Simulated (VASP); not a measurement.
Runs of VASP 6.6.1 on BAs. The structure is that of space group F-43m (No. 216), or close to it. The cells are those of the table. 

```csv
task,cell,k mesh,smearing,gap on the mesh (eV),pressure (GPa)
single point,"a = 3.517 Å, angles 60.0°, 2 atoms",6 × 6 × 6,gaussian 0.1 eV,(a),-10.4
single point,"a = 3.401 Å, angles 60.0°, 2 atoms",10 × 10 × 10,gaussian 0.02 eV,1.20,(b)
relaxation of cell and atoms,"relaxed from a = 3.517 Å, angles 60.0°, 2 atoms",8 × 8 × 8,gaussian 0.1 eV,1.21,0.0
single point,"a = 3.397 Å, angles 60.0°, 2 atoms",8 × 8 × 8,gaussian 0.1 eV,1.21,1.0
```

Alike in all rows: level PBE; potentials or basis VASP PAW PBE potentials, release 64 (B, As); no spin polarisation; cutoff (eV) 500.

Problem. Fill in the values left out.

Solution. (a) 1.37; (b) 0.6.

Caveats: the cell stands under tension (at least some runs).

A k mesh can miss the band edges, and the runs leave out spin-orbit coupling on As.
